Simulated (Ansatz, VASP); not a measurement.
# One calculation of Al3Cu2, two programs

POSCAR

```
Al3Cu2
1.0
    4.0919516368      0.0000000000      0.0000000000
   -2.0459758184      3.5437340685      0.0000000000
    0.0000000000      0.0000000000      4.9927787000
Al Cu
3 2
Direct
    0.0000000000      0.0000000000      0.0000000000
    0.3333333333      0.6666666667      0.3499253500
    0.6666666667      0.3333333333      0.6500746500
    0.3333333333      0.6666666667      0.8395121300
    0.6666666667      0.3333333333      0.1604878700
```

The input INCAR.step1:

```
ALGO     = Normal         # electronic algorithm
EDIFF    = 1E-4           # SCF threshold, eV
ENCUT    = 520            # plane-wave cutoff, eV
GGA      = PE             # functional
ISMEAR   = 0              # smearing method
LASPH    = True           # aspherical terms in the spheres
LCHARG   = False          # write CHGCAR
LREAL    = False          # projectors in reciprocal space
LWAVE    = True           # write WAVECAR
NBANDS   = 24             # bands
NELM     = 80             # most SCF steps
PREC     = Accurate       # precision mode
SIGMA    = 0.1            # smearing width, eV
```

The input INCAR.step2:

```
ALGO     = Normal         # electronic algorithm
EDIFF    = 1E-7           # SCF threshold, eV
ENCUT    = 520            # plane-wave cutoff, eV
ISIF     = 2              # what is computed and relaxed
ISMEAR   = 0              # smearing method
ISTART   = 1            
LASPH    = True           # aspherical terms in the spheres
LCHARG   = False          # write CHGCAR
LMIXTAU  = True         
LREAL    = False          # projectors in reciprocal space
LWAVE    = False          # write WAVECAR
METAGGA  = R2SCAN         # meta-GGA
NBANDS   = 24             # bands
NELM     = 80             # most SCF steps
PREC     = Accurate       # precision mode
SIGMA    = 0.1            # smearing width, eV
```

Contents of KPOINTS:

```
k-points
0
Gamma
  12 12 10
```

Input for Ansatz:

```yaml
crystal:
  lattice:
    - [4.0919516368, 0.0, 0.0]
    - [-2.0459758184, 3.5437340685, 0.0]
    - [0.0, 0.0, 4.9927787]
  atoms:
    - { symbol: Al, position: [0.0, 0.0, 0.0] }
    - { symbol: Al, position: [0.3333333333, 0.6666666667, 0.34992535] }
    - { symbol: Al, position: [0.6666666667, 0.3333333333, 0.65007465] }
    - { symbol: Cu, position: [0.3333333333, 0.6666666667, 0.83951213] }
    - { symbol: Cu, position: [0.6666666667, 0.3333333333, 0.16048787] }
basis:
  ecutwfc: 500
kpoints:
  mp_grid: { grid: [12, 12, 10] }
hamiltonian:
  xc: r2scan
scf:
  occupations: { method: gaussian, width: 0.1 }
output:
  forces: true
  stress: true
  eigenvalues: true
```

Alike in both runs: task single point; functional r2SCAN; k mesh 12 × 12 × 10; occupations gaussian, width 0.1 eV; no spin polarisation.

```csv
,VASP,Ansatz
version,VASP 6.6.1,Ansatz 0.2.0
potentials or method,"VASP PAW PBE potentials, release 64 (Al, Cu), cutoff 520 eV","scalar-relativistic, plane waves, PAW"
valence electrons in the cell,31,47
```

```tsv
	VASP	Ansatz	Ansatz less VASP
gap on the k mesh at the Fermi level (eV)	none	none	-
pressure (GPa)	0.4	0.5	+0.11
traceless stress, the component that is largest in VASP (GPa)	-0.21	-0.25	-0.035
rms of the force components (eV/Å)	0.007	0.007	+0.0005
```

VASP's potentials were made for PBE, not for r2SCAN. Atom by atom the forces differ by 0.002 eV/Å (rms over components). A gap of «none» marks a metal or a gap that the smearing closes. The functional is the same, so the differences come from potentials, cutoffs and numerics. VASP's potentials hold 31 valence electrons a cell and Ansatz's 47, so a difference there can come from the potentials and not from the codes.
